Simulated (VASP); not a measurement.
## Fe: relaxation of cell and atoms with LDA

Crystal: Fe.

```
CELL_PARAMETERS angstrom
0.00000 1.94174 1.96511
1.49844 0.00000 1.96511
1.49844 1.94174 0.00000
ATOMIC_POSITIONS crystal
Fe 0.00000 0.00000 0.00000
```

```json
{
 "Program": "VASP 6.6.1",
 "Task": "relaxation of cell and atoms",
 "Functional": "LDA",
 "Potentials or basis": "VASP PAW LDA potentials, release 64 (Fe)",
 "Cutoff": "600 eV",
 "k mesh": "13 × 13 × 13",
 "Occupations": "fermi-dirac, width 0.05 eV",
 "Spin": "collinear spin, ferromagnetic start",
 "Starting moments": "[3.0] μB",
 "Dipole correction": "no",
 "Further INCAR settings": "ALGO = Normal; EDIFF = 1e-06; IBRION = 2; EDIFFG = -0.01; NSW = 60; ISIF = 3"
}
```

```json
{"Relaxed volume": "10.38 Å³/atom", "Relaxed cell": "a = 2.748 Å, b = 2.380 Å, c = 2.380 Å, α = 70.52°, β = 54.75°, γ = 54.73°", "Space group after relaxing (to 0.1 Å)": "Im-3m (No. 229)", "Energy gained by relaxing": "92.5 meV/atom", "Ionic steps": "10", "Pressure after relaxing": "0.0 GPa", "Band gap on the k mesh": "zero (filled and empty bands overlap)", "Net moment": "1.98 μB per cell", "Site moments": "Fe +1.95 μB", "Valence electrons inside the program's atomic spheres": "Fe 7.48"}
```

Stress tensor (GPa, compression positive):
```
 0.04  0.00  0.00
 0.00  0.10  0.00
 0.00  0.00 -0.01
```

Step by step:
```tsv
step	energy change (eV)	largest force (eV/Å)	pressure (GPa)	volume (Å³)
1	0.0000	0.0000	-19.52	11.44
2	0.0270	0.0000	35.89	9.28
3	-0.0786	0.0000	0.41	10.36
4	-0.0786	0.0000	0.88	10.33
5	-0.0879	0.0000	1.13	10.33
6	-0.0918	0.0000	1.51	10.32
7	-0.0919	0.0000	1.52	10.32
8	-0.0916	0.0000	-2.56	10.49
9	-0.0924	0.0000	-0.31	10.39
10	-0.0925	0.0000	0.05	10.38
```

Final structure:
```
Fe
1.0
     0.00000    1.94274    1.94358
     1.37437    0.00000    1.94358
     1.37437    1.94274    0.00000
Fe
1
Direct
  0.00000 0.00000 0.00000
```

Levels at points of the mesh, in eV from the Fermi level:
Spin up:
```
           k point  band 2  band 3  band 4  band 5  band 6  band 7  band 8  band 9
(0.00, 0.00, 0.00)   -2.57   -2.57   -2.57   -1.01   -1.01   25.63   25.63   25.65
```
Spin down:
| k point | band 1 | band 2 | band 3 | band 4 | band 5 | band 6 | band 7 | band 8 |
| --- | --- | --- | --- | --- | --- | --- | --- | --- |
| (0.00, 0.00, 0.00) | -8.79 | -0.96 | -0.96 | -0.95 | 1.10 | 1.11 | 25.81 | 25.81 |

Wall time 8.3 min on 1 thread of Intel Xeon 8259CL, with other jobs on the host, peak memory 0.22 GiB.
